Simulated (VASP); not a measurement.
A run of VASP 6.6.1 is set up as follows.

Contents of INCAR:

```
SYSTEM = Al
PREC = Accurate
ENCUT = 520
EDIFF = 1E-7
ISMEAR = 0
SIGMA = 0.1
LREAL = .FALSE.
LASPH = .TRUE.
NELM = 100
ALGO = Fast
ISIF = 2
LWAVE = .FALSE.
LCHARG = .TRUE.
GGA = PS
LELF = .TRUE.
LVHAR = .TRUE.
NBANDS = 8
ISYM = 0
```

Contents of KPOINTS:

```
Automatic mesh
0
G
  15 15 14
  0 0 0
```

The input POSCAR:

```
Al
1.0
    2.7013757172      0.0000000000      0.0000000000
   -1.3506878586      2.3394599963      0.0000000000
    1.3506878586      0.7798199988      2.4612738604
Al
1
Direct
    0.0000000000      0.0000000000      0.0000000000
```

Potentials or basis: VASP PAW PBE potentials, release 64 (Al).

Command:

```bash
$ cat potpaw_PBE.64/Al/POTCAR > POTCAR
$ mpirun -np 1 vasp_std > vasp.out
```

Task: Predict the band gap on the k mesh.

Result: Zero (an odd number of electrons rules out a gap without spin polarisation).

Task: Estimate the pressure.

Result: 5.2 GPa.

Stress tensor (GPa, compression positive):
```
 9.18  0.08  0.51
 0.08  9.09  0.29
 0.51  0.29 -2.64
```

Caveat: the stress differs along the axes, from -3 to 9 GPa; the PAW data sets were made with another functional, which shifts forces and pressure a little.
